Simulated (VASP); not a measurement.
# H21O10F: single point with PBE+D3(BJ)

H21O10F:

```
O H F
1.0
     6.69879    0.00000    0.00000
     0.00000    6.69879    0.00000
     0.00000    0.00000    6.69879
O H F
10 21 1
Direct
  0.28366 0.19396 0.76771
  0.00766 0.54940 0.24436
  0.69886 0.55765 0.69772
  0.47147 0.48119 0.19308
  0.61816 0.86880 0.38653
  0.15339 0.04428 0.20795
  0.91563 0.26484 0.97758
  0.59044 0.06685 0.04806
  0.88186 0.13883 0.49415
  0.03746 0.75863 0.89491
  0.14891 0.21940 0.82603
  0.24454 0.13376 0.64029
  0.02051 0.65940 0.14429
  0.15130 0.52736 0.28465
  0.56800 0.57610 0.73240
  0.71786 0.61408 0.56312
  0.42582 0.50881 0.06294
  0.48652 0.33512 0.18471
  0.70092 0.97968 0.44772
  0.60351 0.89840 0.24558
  0.12481 0.97083 0.08421
  0.29790 0.06277 0.20911
  0.95704 0.37107 0.08187
  0.84317 0.33803 0.87168
  0.73034 0.13040 0.02940
  0.49751 0.09242 0.93795
  0.83678 0.28084 0.48464
  0.97430 0.12914 0.37274
  0.91005 0.79768 0.82721
  0.14131 0.73840 0.79634
  0.45486 0.79201 0.49354
  0.35209 0.73349 0.58906
```

```json
{"Program": "VASP 6.6.1", "Task": "single point", "Functional": "PBE", "Dispersion": "D3(BJ)", "Potentials or basis": "VASP PAW PBE potentials, release 64 (O, H, F)", "Cutoff": "520 eV", "k mesh": "1 × 1 × 1", "Occupations": "fermi-dirac, width 0.02 eV", "Spin": "no spin polarisation", "Dipole correction": "no", "Further INCAR settings": "LREAL = Auto; ALGO = Normal; EDIFF = 1e-06; NBANDS = 66"}
```

```yaml
Pressure: -0.6 GPa
Largest_force: 4.210 eV/Å
Band_gap_on_the_k_mesh: 4.75 eV
Dispersion_energy_per_atom: -0.036 eV
```

Forces on the atoms (eV/Å):
```
O   -0.593 -0.030 -0.168
O    1.468 -0.029  0.086
O    4.051 -0.687 -0.918
O    0.135 -0.868  1.337
O    0.017 -0.376  1.399
O    0.339 -0.132  0.179
O   -0.043  0.730 -0.285
O    0.303 -0.066  0.465
O    0.333  1.357 -1.086
O   -1.020  0.782  0.347
H    0.404 -0.009  0.256
H    0.346  0.004  0.195
H   -0.231 -0.527  0.238
H   -1.116  0.207 -0.191
H   -3.432  0.560  0.372
H   -0.314 -0.074  0.330
H   -0.536  0.564 -1.591
H    0.286  0.172  0.117
H   -0.033 -0.198 -0.381
H   -0.071  0.347 -0.805
H   -0.122  0.041 -0.051
H   -0.072 -0.092  0.017
H   -0.352 -0.412 -0.456
H    0.246  0.235  0.276
H   -0.980 -0.007 -0.291
H    0.196  0.183 -0.419
H    0.153 -0.927  0.328
H   -0.396 -0.424  0.903
H    1.128 -0.605  0.298
H    0.137  0.111 -0.650
H    0.325  0.273 -0.155
F   -0.555 -0.101  0.305
```

Stress tensor (GPa, compression positive):
```
-0.77 -0.20 -0.14
-0.20 -1.02 -0.77
-0.14 -0.77 -0.04
```

Levels at points of the mesh, in eV from the valence-band top:
| k point | band 40 | band 41 | band 42 | band 43 | band 44 | band 45 | band 46 | band 47 | band 48 | band 49 |
| --- | --- | --- | --- | --- | --- | --- | --- | --- | --- | --- |
| (0.00, 0.00, 0.00) | -0.40 | -0.29 | -0.21 | -0.05 | 0.00 | 4.75 | 7.78 | 8.01 | 8.30 | 8.52 |

Wall time 2.2 min on 1 thread of Intel Xeon 8259CL, on a shared host, peak memory 0.32 GiB.

Caveat: the k points lie up to 0.94 Å⁻¹ apart.
